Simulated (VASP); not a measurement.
# CdS (P6_3mc) in VASP: further runs

The runs below take CdS through relaxation of cell and atoms, with PBEsol.

Program: VASP 6.6.1. These are calculated values, not measurements. Logs are shortened: lines on timing, memory, paths and dates and some standing lists are left out, and cuts for length are marked.

## Step 1: The cell of the first run

Symmetry: P6_3mc, No. 186, hexagonal system. The conventional cell has a = 4.124 Å, b = 4.124 Å, c = 6.710 Å, α = 90.00°, β = 90.00°, γ = 120.00°. Within 3.3 Å of Cd (site symmetry 3m) lie 4 S at 2.52 to 2.53 Å. Within 3.3 Å of S (site symmetry 3m) lie 4 Cd at 2.52 to 2.53 Å.

## Step 2: Relaxation of cell and atoms, PBEsol, target pressure 1 GPa, at which the enthalpy is minimised

INCAR

```
SYSTEM = CdS
  PREC = Accurate
  ENCUT = 600
  EDIFF = 1E-6
  ISMEAR = 0
  SIGMA = 0.01
  LREAL = .FALSE.
  LASPH = .TRUE.
  NELM = 80
  ALGO = Normal
  ISIF = 3
  LWAVE = .FALSE.
  LCHARG = .FALSE.
  GGA = PS
  IBRION = 2
  NSW = 100
  EDIFFG = -0.002
  PSTRESS = 10.0
```

KPOINTS

```
regular mesh
0
G
  6 6 4
  0 0 0
```

POSCAR

```
CdS
1.0
    4.1238484089      0.0000000000      0.0000000000
   -2.0619242044      3.5713574835      0.0000000000
    0.0000000000      0.0000000000      6.7097297170
Cd S
2 2
Direct
    0.3333333333      0.6666666667     -0.0007762665
    0.6666666667      0.3333333333      0.4992237335
    0.3333333333      0.6666666667      0.3757762665
    0.6666666667      0.3333333333      0.8757762665
```

Potentials or basis: VASP PAW PBE potentials, release 64 (Cd, S).

Launch:

```bash
cat potpaw_PBE.64/Cd/POTCAR potpaw_PBE.64/S/POTCAR > POTCAR
mpirun -np 1 vasp_std > vasp.out
```

OUTCAR:

```text
SYSTEM = CdS
   PREC = Accurate
   ENCUT = 600
   EDIFF = 1E-6
   ISMEAR = 0
   LREAL = .FALSE.
   LASPH = .TRUE.
   NELM = 80
   ISIF = 3
   GGA = PS
   IBRION = 2
   NSW = 100
   EDIFFG = -0.002
   PSTRESS = 10.0

 ion  position               nearest neighbor table
   1  0.333  0.667  0.999-   4 2.52   4 2.52   4 2.52   3 2.53
   2  0.667  0.333  0.499-   3 2.52   3 2.52   3 2.52   4 2.53
   3  0.333  0.667  0.376-   2 2.52   2 2.52   2 2.52   1 2.53
   4  0.667  0.333  0.876-   1 2.52   1 2.52   1 2.52   2 2.53

  LATTYP: Found a hexagonal cell.
 ALAT       =     4.1238484089
 C/A-ratio  =     1.6270553744

  Lattice vectors:

 A1 = (   4.1238484089,   0.0000000000,   0.0000000000)
 A2 = (  -2.0619242044,   3.5713574835,   0.0000000000)
 A3 = (   0.0000000000,   0.0000000000,   6.7097297170)

Analysis of symmetry for initial positions (statically):
=====================================================================
 Subroutine PRICEL returns:
 Original cell was already a primitive cell.

 Routine SETGRP: Setting up the symmetry group for a
 hexagonal supercell.

 Subroutine GETGRP returns: Found 12 space group operations
 (whereof  6 operations were pure point group operations)
 out of a pool of 24 trial point group operations.

The static configuration has the point symmetry C_3v.
 The point group associated with its full space group is C_6v.

Analysis of symmetry for dynamics (positions and initial velocities):
=====================================================================
 Subroutine PRICEL returns:
 Original cell was already a primitive cell.

 Routine SETGRP: Setting up the symmetry group for a
 hexagonal supercell.

 Subroutine GETGRP returns: Found 12 space group operations
 (whereof  6 operations were pure point group operations)
 out of a pool of 24 trial point group operations.

The dynamic configuration has the point symmetry C_3v.
 The point group associated with its full space group is C_6v.

 Subroutine INISYM returns: Found 12 space group operations
 (whereof  6 operations are pure point group operations),
 and found     1 'primitive' translations

----------------------------------------------------------------------------------------

                                     Primitive cell

  volume of cell :      98.8191

  direct lattice vectors                    reciprocal lattice vectors
     4.123848409  0.000000000  0.000000000     0.242491940  0.140002787  0.000000000
    -2.061924204  3.571357483  0.000000000     0.000000000  0.280005573  0.000000000
     0.000000000  0.000000000  6.709729717     0.000000000  0.000000000  0.149037300

  length of vectors
     4.123848409  4.123848409  6.709729717     0.280005573  0.280005573  0.149037300

  position of ions in fractional coordinates (direct lattice)
     0.333333333  0.666666667  0.999223734
     0.666666667  0.333333333  0.499223734
     0.333333333  0.666666667  0.375776266
     0.666666667  0.333333333  0.875776266

  ion indices of the primitive-cell ions
   primitive index   ion index
                 1           1
                 2           2
                 3           3
                 4           4

----------------------------------------------------------------------------------------

 KPOINTS: regular mesh

Automatic generation of k-mesh.
 Grid dimensions read from file:
 generate k-points for:    6    6    4

 Generating k-lattice:

  Cartesian coordinates                     Fractional coordinates (reciprocal lattice)
     0.040415323  0.023333798  0.000000000     0.166666667  0.000000000  0.000000000
     0.000000000  0.046667596  0.000000000     0.000000000  0.166666667  0.000000000
     0.000000000  0.000000000  0.037259325     0.000000000  0.000000000  0.250000000

  Length of vectors
     0.046667596  0.046667596  0.037259325

  Shift w.r.t. Gamma in fractional coordinates (k-lattice)
     0.000000000  0.000000000  0.000000000

 Subroutine IBZKPT returns following result:
 ===========================================

 Found     21 irreducible k-points:

 Following reciprocal coordinates:
            Coordinates               Weight
  0.000000  0.000000  0.000000      1.000000
  0.166667  0.000000  0.000000      6.000000
  0.333333  0.000000  0.000000      6.000000
  0.500000  0.000000  0.000000      3.000000
  0.166667  0.166667  0.000000      6.000000
  0.333333  0.166667  0.000000     12.000000
[... 13 lines left out ...]
  0.333333  0.166667  0.500000     12.000000
  0.333333  0.333333  0.500000      2.000000
   k-points           NKPTS =     21   k-points in BZ     NKDIM =     21   number of bands    NBANDS=     22
   number of dos      NEDOS =    301   number of ions     NIONS =      4
   total plane-waves  NPLWV =  69984
   dimension x,y,z NGX =    36 NGY =   36 NGZ =   54
   dimension x,y,z NGXF=    72 NGYF=   72 NGZF=  108
   ions per type =               2   2
   NGX,Y,Z   is equivalent  to a cutoff of  14.51, 14.51, 13.38 a.u.
[... 15 lines left out ...]
   IBRION =      2    ionic relax: 0-MD 1-quasi-New 2-CG
   NFREE  =      1    steps in history (QN), initial steepest desc. (CG)
   ISIF   =      3    stress and relaxation
   ISYM   =      2    0-nonsym 1-usesym 2-fastsym
   POTIM  = 0.5000    time-step for ionic-motion
   TEBEG  =    0.0;   TEEND  =   0.0 temperature during run
   PSTRESS=   10.0 pullay stress
   NELECT =      36.0000    total number of electrons
   NUPDOWN=      -1.0000    fix difference up-down
   EMIN   =  10.00;   EMAX   =-10.00  energy-range for DOS
   EFERMI =   0.00;   METHOD = LEGACY
   ISMEAR =     0;   SIGMA  =   0.01  broadening in eV -4-tet -1-fermi 0-gaus
   EFERMI_NEDOS =   21; number of points for ismear=-14 and -15
   IALGO  =     38    algorithm
   IMIX   =      4    mixing-type and parameters
     AMIX     =   0.40;   BMIX     =  1.00
     AMIX_MAG =   1.60;   BMIX_MAG =  1.00
  volume/ion in A,a.u.               =      24.70       166.72
  Fermi-wavevector in a.u.,A,eV,Ry     =   1.169218  2.209501 18.600111  1.367070
  Thomas-Fermi vector in A             =   2.305693
   LORBIT       =      0    0 simple, 1 ext, 2 COOP (PROOUT), +10 PAW based schemes
   GGA     = PS    functional components
   LHFCALC =     F    Hartree Fock is set to
   AEXX    =    0.0000 exact exchange contribution
   IVDW    =     0    specifies the selected vdW correction
   LEPSILON=     F    determine dielectric tensor
   LRPA    =     F    only Hartree local field effects (RPA)
 conjugate gradient relaxation of ions
 non-spin polarized calculation
 Gauss-broadening in eV      SIGMA  =   0.01
  energy-cutoff  :      600.00
  volume of cell :       98.82
 maximum number of plane-waves:      3318
 NGX is ok and might be reduce to    36
   NGX = 17   NGY = 17   NGZ = 27

--------------------------------------- Ionic step        1  -------------------------------------------

 number of electron      36.0000002 magnetization

 Free energy of the ion-electron system (eV)
  ---------------------------------------------------
  ext. energy  EPLUGINS =         0.00000000
  ---------------------------------------------------
  free energy    TOTEN  =       -13.63041403 eV

  energy without entropy =      -13.63041403  energy(sigma->0) =      -13.63041403

------------------------ aborting loop because EDIFF is reached ----------------------------------------

  FORCE on cell =-STRESS in cart. coord.  units (eV):
  Direction    XX          YY          ZZ          XY          YZ          ZX
  --------------------------------------------------------------------------------------
  -------------------------------------------------------------------------------------
  Total        0.2398561      0.2398561      0.2268150      0.0000000      0.0000000      0.0000000
  in kB        3.8888426      3.8888426      3.6774036      0.0000000      0.0000000      0.0000000
  external PRESSURE =      -6.1816371 kB  Pullay stress =      10.0000000 kB

 VOLUME and BASIS-vectors are now :
 -----------------------------------------------------------------------------
  energy-cutoff  :      600.00
  volume of cell :       98.82
      direct lattice vectors                 reciprocal lattice vectors
     4.123848409  0.000000000  0.000000000     0.242491940  0.140002787  0.000000000
    -2.061924204  3.571357483  0.000000000     0.000000000  0.280005573  0.000000000
     0.000000000  0.000000000  6.709729717     0.000000000  0.000000000  0.149037300
[... 50 lines left out ...]
  FREE ENERGIE OF THE ION-ELECTRON SYSTEM (eV)
  ---------------------------------------------------
  free  energy   TOTEN  =       -13.6234883244 eV

  energy  without entropy=      -13.6234883244  energy(sigma->0) =      -13.62348832

  enthalpy is  TOTEN    =       -13.0151775874 eV   P V=        0.6083107370

--------------------------------------- Ionic step        3  -------------------------------------------

 number of electron      35.9999999 magnetization

 Free energy of the ion-electron system (eV)
  ---------------------------------------------------
  ext. energy  EPLUGINS =         0.00000000
  ---------------------------------------------------
  free energy    TOTEN  =       -13.62630078 eV

  energy without entropy =      -13.62630078  energy(sigma->0) =      -13.62630078

 E-fermi :   1.4210     XC(G=0):  -9.4356

 val. band max:        1.3318290447   @ k =   0.0000   0.0000   0.0000
 cond. band min:       2.4506043959   @ k =   0.0000   0.0000   0.0000
 fundamental gap:      1.1187753512
 Fermi energy:         1.4210493647

 k-point     1 :       0.0000    0.0000    0.0000
  band No.  band energies     occupation
      1     -11.1439      2.00000
      2     -10.6844      2.00000
      3      -6.4312      2.00000
      4      -6.4236      2.00000
      5      -6.4236      2.00000
      6      -6.3350      2.00000
[... 14 lines left out ...]
     21       7.7057      0.00000
     22       7.7057      0.00000
[... 520 lines left out ...]
 POSITION                                       TOTAL-FORCE (eV/Angst)
 -----------------------------------------------------------------------------------
     -0.00000      2.37325      6.68230        -0.000000     -0.000000      0.001416
      2.05530      1.18663      3.33859        -0.000000      0.000000      0.001416
     -0.00000      2.37325      2.51289         0.000000     -0.000000     -0.001416
      2.05530      1.18663      5.85660         0.000000      0.000000     -0.001416
 -----------------------------------------------------------------------------------
    total drift:                               -0.000000      0.000000      0.000387

  FREE ENERGIE OF THE ION-ELECTRON SYSTEM (eV)
  ---------------------------------------------------
  free  energy   TOTEN  =       -13.6263007835 eV

  energy  without entropy=      -13.6263007835  energy(sigma->0) =      -13.62630078

  enthalpy is  TOTEN    =       -13.0155176390 eV   P V=        0.6107831445

 reached required accuracy - stopping structural energy minimisation
```

It took 64 s on 1 thread of AMD EPYC 9R45 (Zen 5), shared host; peak memory 0.25 GiB.

Results:

| Item | Value |
| --- | --- |
| Free energy | -13.6263 eV |
| Relaxed volume | 24.46 Å³/atom |
| Relaxed cell | a = 4.111 Å, b = 4.111 Å, c = 6.687 Å, α = 90.00°, β = 90.00°, γ = 120.00° |
| Space group after relaxing (to 0.1 Å) | P6_3mc (No. 186) |
| Energy change on relaxing (the run minimises the enthalpy) | +1.0 meV/atom |
| Ionic steps | 3 |
| Pressure after relaxing | 1.0 GPa |
| Band gap on the k mesh | 1.12 eV |

Step by step:
```
step  energy change (eV)  largest force (eV/Å)  pressure (GPa)  volume (Å³)
   1              0.0000                0.0023            0.38        98.82
   2              0.0069                0.0010            1.26        97.46
   3              0.0041                0.0014            1.01        97.86
```

Final structure:
```cif
data_structure
_symmetry_space_group_name_H-M 'P 1'
_symmetry_Int_Tables_number 1
_cell_length_a 4.1106
_cell_length_b 4.1106
_cell_length_c 6.6874
_cell_angle_alpha 90.000
_cell_angle_beta 90.000
_cell_angle_gamma 120.000
_cell_volume 97.86
loop_
_atom_site_label
_atom_site_type_symbol
_atom_site_fract_x
_atom_site_fract_y
_atom_site_fract_z
_atom_site_occupancy
Cd1 Cd 0.33333 0.66667 0.99924 1
Cd2 Cd 0.66667 0.33333 0.49924 1
S1 S 0.33333 0.66667 0.37576 1
S2 S 0.66667 0.33333 0.87576 1
```

Levels at points of the mesh, in eV from the valence-band top:
| k point | band 14 | band 15 | band 16 | band 17 | band 18 | band 19 | band 20 | band 21 | band 22 |
| --- | --- | --- | --- | --- | --- | --- | --- | --- | --- |
| (0.00, 0.00, 0.00) | -0.79 | -0.79 | -0.05 | 0.00 | 0.00 | 1.12 | 2.69 | 6.37 | 6.37 |
| (0.50, 0.00, 0.00) | -3.66 | -2.78 | -1.97 | -1.37 | -0.79 | 3.66 | 3.76 | 4.97 | 6.37 |
| (0.00, 0.00, 0.50) | -2.56 | -0.41 | -0.41 | -0.41 | -0.41 | 2.78 | 2.78 | 6.08 | 6.08 |
| (0.50, 0.00, 0.50) | -4.30 | -1.42 | -1.42 | -1.39 | -1.39 | 3.36 | 3.36 | 5.28 | 5.28 |

Caveat: the cell is relaxed towards a set pressure, so the run minimises the enthalpy, not the energy; the PAW data sets were made with another functional, which shifts forces and pressure a little.

## Step 3: Relaxation of cell and atoms, PBEsol, target pressure 2 GPa, at which the enthalpy is minimised

INCAR

```
SYSTEM = CdS
PREC     = Accurate       ! precision mode
ENCUT    = 600            ! plane-wave cutoff, eV
EDIFF    = 1E-6           ! SCF threshold, eV
ISMEAR   = 0              ! smearing method
SIGMA    = 0.01           ! smearing width, eV
LREAL    = .FALSE.        ! projectors in reciprocal space
LASPH    = .TRUE.         ! aspherical terms in the spheres
NELM     = 60             ! most SCF steps
ALGO     = Normal         ! electronic algorithm
ISIF     = 3              ! what is computed and relaxed
LWAVE    = .FALSE.        ! write WAVECAR
LCHARG   = .FALSE.        ! write CHGCAR
GGA      = PS             ! functional
IBRION   = 2              ! ionic algorithm
NSW      = 100            ! ionic steps
EDIFFG   = -0.002         ! ionic threshold
PSTRESS  = 20.0
```

KPOINTS

```
Automatic mesh
0
G
  6 6 4
  0 0 0
```

POSCAR is that of step 2.

Potentials or basis: VASP PAW PBE potentials, release 64 (Cd, S).

Launch:

```bash
cat potpaw_PBE.64/Cd/POTCAR potpaw_PBE.64/S/POTCAR > POTCAR
mpirun -np 1 vasp_std > vasp.out
```

It took 1.8 min on 1 thread of AMD EPYC 9R45 (Zen 5), shared host; peak memory 0.25 GiB.

The run converged. Its results:

- Free energy: -13.6127 eV
- Relaxed volume: 24.10 Å³/atom
- Relaxed cell: a = 4.090 Å, b = 4.090 Å, c = 6.655 Å, α = 90.00°, β = 90.00°, γ = 120.00°
- Space group after relaxing (to 0.1 Å): P6_3mc (No. 186)
- Energy change on relaxing (the run minimises the enthalpy): +4.4 meV/atom
- Ionic steps: 9
- Pressure after relaxing: 2.0 GPa
- Band gap on the k mesh: 1.15 eV

Step by step:
```csv
step,energy change (eV),largest force (eV/Å),pressure (GPa),volume (Å³)
1,0.0000,0.0023,0.38,98.82
2,0.0347,0.0029,2.88,95.29
3,0.0174,0.0026,2.00,96.43
4,0.0168,0.0026,1.96,96.48
5,0.0169,0.0006,1.96,96.48
6,0.0169,0.0001,1.97,96.48
7,0.0170,0.0006,1.97,96.47
8,0.0172,0.0009,1.97,96.45
9,0.0177,0.0016,1.99,96.41
```

Final structure:
```xyz
4
Lattice="4.0901 0.0000 0.0000 -2.0451 3.5421 0.0000 0.0000 0.0000 6.6548" Properties=species:S:1:pos:R:3 pbc="T T T"
Cd    0.0000    2.3614    6.6499
Cd    2.0451    1.1807    3.3225
S     0.0000    2.3614    2.5005
S     2.0451    1.1807    5.8278
```

Levels at points of the mesh, in eV from the valence-band top:
| k point | band 16 | band 17 | band 18 | band 19 | band 20 | band 21 |
| --- | --- | --- | --- | --- | --- | --- |
| (0.00, 0.00, 0.00) | -0.05 | 0.00 | 0.00 | 1.15 | 2.71 | 6.37 |
| (0.50, 0.00, 0.00) | -2.02 | -1.41 | -0.82 | 3.69 | 3.75 | 4.96 |
| (0.00, 0.00, 0.50) | -0.42 | -0.42 | -0.42 | 2.81 | 2.81 | 6.10 |
| (0.50, 0.00, 0.50) | -1.46 | -1.43 | -1.43 | 3.36 | 3.36 | 5.28 |

Caveat: the cell is relaxed towards a set pressure, so the run minimises the enthalpy, not the energy; the PAW data sets were made with another functional, which shifts forces and pressure a little.

## Step 4: Relaxation of cell and atoms, PBEsol, target pressure 4 GPa, at which the enthalpy is minimised

INCAR

```
SYSTEM = CdS
ALGO     = Normal         ! electronic algorithm
EDIFF    = 1E-6           ! SCF threshold, eV
EDIFFG   = -0.002         ! ionic threshold
ENCUT    = 600            ! plane-wave cutoff, eV
GGA      = PS             ! functional
IBRION   = 2              ! ionic algorithm
ISIF     = 3              ! what is computed and relaxed
ISMEAR   = 0              ! smearing method
LASPH    = .TRUE.         ! aspherical terms in the spheres
LCHARG   = .FALSE.        ! write CHGCAR
LREAL    = .FALSE.        ! projectors in reciprocal space
LWAVE    = .FALSE.        ! write WAVECAR
NELM     = 100            ! most SCF steps
NSW      = 100            ! ionic steps
PREC     = Accurate       ! precision mode
PSTRESS  = 40.0         
SIGMA    = 0.01           ! smearing width, eV
```

KPOINTS

```
k-points
0
G
  6 6 4
  0 0 0
```

POSCAR is that of step 3.

Launch:

```bash
cat potpaw_PBE.64/Cd/POTCAR potpaw_PBE.64/S/POTCAR > POTCAR
mpirun -np 1 vasp_std > vasp.out
```

Run time: 2.8 min. Hardware: 1 thread of AMD EPYC 9R45 (Zen 5), shared host; peak memory 0.25 GiB.

Results (log left out):

* Free energy: -13.5653 eV
* Relaxed volume: 23.47 Å³/atom
* Relaxed cell: a = 4.052 Å, b = 4.052 Å, c = 6.601 Å, α = 90.00°, β = 90.00°, γ = 120.00°
* Space group after relaxing (to 0.1 Å): P6_3mc (No. 186)
* Energy change on relaxing (the run minimises the enthalpy): +16.3 meV/atom
* Ionic steps: 17
* Pressure after relaxing: 4.0 GPa
* Band gap on the k mesh: 1.21 eV

The path:
| step | energy change (eV) | largest force (eV/Å) | pressure (GPa) | volume (Å³) |
| --- | --- | --- | --- | --- |
| 1 | 0.0000 | 0.0023 | 0.38 | 98.82 |
| 2 | 0.1578 | 0.0072 | 6.59 | 91.05 |
| 3 | 0.0646 | 0.0055 | 3.99 | 93.89 |
| 4 | 0.0670 | 0.0055 | 4.09 | 93.80 |
| 5 | 0.0629 | 0.0024 | 3.94 | 93.96 |
| 6 | 0.0647 | 0.0040 | 3.95 | 93.89 |
| 7 | 0.0654 | 0.0044 | 4.00 | 93.86 |
| 8 | 0.0653 | 0.0039 | 4.04 | 93.86 |
| 9 | 0.0650 | 0.0037 | 4.02 | 93.87 |
| 10 | 0.0649 | 0.0035 | 4.03 | 93.88 |
| 11 | 0.0648 | 0.0035 | 4.02 | 93.88 |
| 12 | 0.0648 | 0.0036 | 4.01 | 93.88 |
| 13 | 0.0647 | 0.0029 | 4.01 | 93.89 |
| 14 | 0.0645 | 0.0020 | 4.00 | 93.89 |
| 15 | 0.0642 | 0.0013 | 3.98 | 93.91 |
| 16 | 0.0644 | 0.0016 | 3.99 | 93.90 |
| 17 | 0.0651 | 0.0001 | 4.00 | 93.87 |

Final structure:
```yaml
crystal:
  lattice:
    - [4.05218, 0.00000, 0.00000]
    - [-2.02609, 3.50929, 0.00000]
    - [0.00000, 0.00000, 6.60113]
  atoms:
    - { symbol: Cd, position: [0.33333, 0.66667, 0.99948] }
    - { symbol: Cd, position: [0.66667, 0.33333, 0.49948] }
    - { symbol: S, position: [0.33333, 0.66667, 0.37552] }
    - { symbol: S, position: [0.66667, 0.33333, 0.87552] }
```

Levels at points of the mesh, in eV from the valence-band top:
```csv
k point,band 14,band 15,band 16,band 17,band 18,band 19,band 20,band 21,band 22
"(0.00, 0.00, 0.00)",-0.86,-0.86,-0.06,0.00,0.00,1.21,2.75,6.36,6.36
"(0.50, 0.00, 0.00)",-3.84,-2.98,-2.12,-1.49,-0.86,3.74,3.75,4.93,6.51
"(0.00, 0.00, 0.50)",-2.66,-0.45,-0.45,-0.45,-0.45,2.86,2.86,6.12,6.12
"(0.50, 0.00, 0.50)",-4.52,-1.53,-1.53,-1.51,-1.51,3.36,3.36,5.29,5.29
```

Caveat: the cell is relaxed towards a set pressure, so the run minimises the enthalpy, not the energy; the PAW data sets were made with another functional, which shifts forces and pressure a little.

## Step 5: Overview

| cell | gap on the mesh (eV) | pressure (GPa) |
| --- | --- | --- |
| relaxed to 1 GPa | 1.12 | 1.0 |
| relaxed to 2 GPa | 1.15 | 2.0 |
| relaxed to 4 GPa | 1.21 | 4.0 |

Alike in all rows: task relaxation of cell and atoms; level PBEsol; potentials or basis VASP PAW PBE potentials, release 64 (Cd, S); no spin polarisation; k mesh 6 × 6 × 4; cutoff (eV) 600; smearing gaussian 0.01 eV.

Caveats: the cell is relaxed towards a set pressure, so the run minimises the enthalpy, not the energy; the PAW data sets were made with another functional, which shifts forces and pressure a little.

Total energies depend on the potentials used, so only differences within one code and one set of settings carry meaning.
